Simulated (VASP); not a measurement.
Write the native input for VASP 6.6.1 that does the following.

| Property | Result |
| --- | --- |
| Task | electric field gradients |
| Functional | PBE |
| Potentials or basis | VASP PAW PBE potentials, release 64 (Ga_d, Sb) |
| Cutoff | 520 eV |
| k mesh | 12 × 12 × 12 |
| Occupations | fermi-dirac, width 0.08 eV |
| Spin | non-collinear spin, zero start, spin-orbit coupling |
| Starting moments | [[0.0, 0.0, 0.0], [0.0, 0.0, 0.0]] μB |
| Dipole correction | no |
| Further INCAR settings | ALGO = Normal; EDIFF = 1e-08; NBANDS = 30 |

The structure of GaSb lies in POSCAR:

```
GaSb
1.0
    0.0000000000      3.0590000000      3.0590000000
    3.0590000000      0.0000000000      3.0590000000
    3.0590000000      3.0590000000      0.0000000000
Ga Sb
1 1
Direct
    0.0000000000      0.0000000000      0.0000000000
    0.7500000000      0.7500000000      0.7500000000
```

The input as run:

INCAR

```
SYSTEM = GaSb
PREC = Accurate
ENCUT = 520
EDIFF = 1E-8
ISMEAR = -1
SIGMA = 0.08
LREAL = .FALSE.
LASPH = .TRUE.
NELM = 150
ALGO = Normal
ISIF = 2
LWAVE = .FALSE.
LCHARG = .FALSE.
LNONCOLLINEAR = .TRUE.
MAGMOM = 0 0 0 0 0 0
LORBIT = 11
LSORBIT = .TRUE.
GGA_COMPAT = .FALSE.
LORBMOM = .TRUE.
GGA = PE
LEFG = .TRUE.
NBANDS = 30
```

KPOINTS

```
Automatic mesh
0
G
  12 12 12
  0 0 0
```

Potentials or basis: VASP PAW PBE potentials, release 64 (Ga_d, Sb).

Run with:

```sh
$ cat potpaw_PBE.64/Ga_d/POTCAR potpaw_PBE.64/Sb/POTCAR > POTCAR
$ mpirun -np 1 vasp_ncl > vasp.out
```

Results of the run:

```json
{
 "Pressure": "2.5 GPa",
 "Net moment": "0.00 μB per cell",
 "Largest electric field gradient by atom": "under 0.05 V/Å² on every atom",
 "Valence electrons inside the program's atomic spheres": "Ga 11.64; Sb 2.50"
}
```

It took 14 min on 1 thread of Intel Xeon 8259CL, on a shared host, peak memory 0.48 GiB.
